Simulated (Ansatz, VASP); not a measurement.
# MgO in VASP and in Ansatz

The input INCAR:

```
SYSTEM = MgO
ALGO     = Normal         ! electronic algorithm
EDIFF    = 1E-6           ! SCF threshold, eV
ENCUT    = 840            ! plane-wave cutoff, eV
GGA      = PE             ! functional
GGA_COMPAT= .FALSE.      
ISIF     = 2              ! what is computed and relaxed
ISMEAR   = -1             ! smearing method
LASPH    = .TRUE.         ! aspherical terms in the spheres
LCHARG   = .TRUE.         ! write CHGCAR
LELF     = .TRUE.         ! ELF
LREAL    = .FALSE.        ! projectors in reciprocal space
LVHAR    = .TRUE.       
LWAVE    = .FALSE.        ! write WAVECAR
NBANDS   = 15             ! bands
NELM     = 120            ! most SCF steps
PREC     = Accurate       ! precision mode
SIGMA    = 0.02           ! smearing width, eV
```

File KPOINTS:

```
k-points
0
G
  8 8 8
  0 0 0
```

The input POSCAR:

```
MgO
1.0
   -0.0035141667      2.1085000000      2.1085000000
    2.1085000000     -0.0035141667      2.1085000000
    2.1049858333      2.1049858333      0.0000000000
Mg O
1 1
Direct
    0.0000000000      0.0000000000      0.0000000000
    0.5000000000      0.5000000000      0.5000000000
```

Input for Ansatz:

```yaml
crystal:
  lattice:
    - [-0.0035141666666666663, 2.1085, 2.1085]
    - [2.1085, -0.0035141666666666663, 2.1085]
    - [2.104985833333333, 2.104985833333333, 0.0]
  atoms:
    - { symbol: Mg, position: [0.0, 0.0, 0.0] }
    - { symbol: O, position: [0.5, 0.5, 0.5] }
basis:
  ecutwfc: 470.0
kpoints:
  mp_grid:
    grid: [8, 8, 8]
hamiltonian:
  xc: pbe
scf:
  occupations:
    method: fermi_dirac
    width: 0.02
output:
  stress: true
```

Alike in both runs: task single point; functional PBE; k mesh 8 × 8 × 8; occupations fermi-dirac, width 0.02 eV; no spin polarisation.

```csv
,VASP,Ansatz
version,VASP 6.6.1,Ansatz 0.2.0
potentials or method,"VASP PAW PBE potentials, release 64 (Mg_sv, O), cutoff 840 eV","plane waves, PAW"
valence electrons in the cell,16,16
```

|  | VASP | Ansatz | Ansatz less VASP |
| --- | --- | --- | --- |
| pressure (GPa) | 4.2 | 4.1 | -0.06 |
| traceless stress, the component that is largest in VASP (GPa) | 0.48 | 0.49 | +0.002 |

The functional is the same, so the differences come from potentials, cutoffs and numerics.
